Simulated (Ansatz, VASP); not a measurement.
## MgS: VASP beside Ansatz

POSCAR

```
MgS
1.0
    0.0000000000      2.8258920506      2.8258920506
    2.8258920506      0.0000000000      2.8258920506
    2.8258920506      2.8258920506      0.0000000000
Mg S
1 1
Direct
    0.0000000000      0.0000000000      0.0000000000
    0.2500000000      0.2500000000      0.2500000000
```

Contents of INCAR.step1:

```
ALGO = Normal
EDIFF = 1E-5
ENCUT = 520
GGA = PE
GGA_COMPAT = False
ISIF = 2
ISMEAR = 0
LASPH = True
LCHARG = False
LREAL = False
LWAVE = True
NBANDS = 11
NELM = 120
PREC = Accurate
SIGMA = 0.01
```

Contents of INCAR.step2:

```
ALGO = Normal
EDIFF = 1E-6
ENCUT = 520
GGA = PE
GGA_COMPAT = False
HFSCREEN = 0.2079
ISIF = 2
ISMEAR = 0
ISTART = 1
LASPH = True
LCHARG = False
LHFCALC = True
LREAL = False
LWAVE = False
NBANDS = 11
NELM = 120
PREC = Accurate
PRECFOCK = Normal
SIGMA = 0.01
```

File KPOINTS:

```
k-points
0
Gamma
  6 6 6
```

Input for Ansatz:

```yaml
crystal:
  lattice:
    - [0.0, 2.8258920506, 2.8258920506]
    - [2.8258920506, 0.0, 2.8258920506]
    - [2.8258920506, 2.8258920506, 0.0]
  atoms:
    - { symbol: Mg, position: [0.0, 0.0, 0.0] }
    - { symbol: S, position: [0.25, 0.25, 0.25] }
basis:
  ecutwfc: 420
kpoints:
  mp_grid: { grid: [6, 6, 6] }
  band_path:
    path:
      - [0.0, 0.0, 0.0]
      - [-0.5, -0.5, 0.0]
      - [-0.375, -0.375, 0.25]
      - [-0.375, 0.0, 0.375]
      - [0.0, 0.0, 0.5]
      - [-0.5, -0.25, 0.25]
    npoints: 1
hamiltonian:
  xc: hse06
  pseudopotentials: { kind: paw }
scf:
  occupations: { method: fixed }
  n_extra_bands: 4
output:
  forces: true
  stress: true
  eigenvalues: true
```

Alike in both runs: task single point; functional HSE06; k mesh 6 × 6 × 6; no spin polarisation.

|  | VASP | Ansatz |
| --- | --- | --- |
| version | VASP 6.6.1 | Ansatz 0.2.0 |
| potentials or method | VASP PAW PBE potentials, release 64 (Mg, S), cutoff 520 eV | scalar-relativistic, plane waves, PAW |
| occupations | gaussian, width 0.01 eV | fixed |
| valence electrons in the cell | 8 | 16 |

|  | VASP | Ansatz | Ansatz less VASP |
| --- | --- | --- | --- |
| gap on the k mesh at the Fermi level (eV) | 4.54 | 4.56 | +0.017 |
| least direct gap on the mesh (eV) | 4.54 | 4.56 | +0.017 |
| pressure (GPa) | 0.2 | 0.4 | +0.17 |

VASP's potentials hold 8 valence electrons a cell and Ansatz's 16, so a difference there can come from the potentials and not from the codes. Ansatz's warnings: stress exchange threshold loose, stress scf threshold loose.
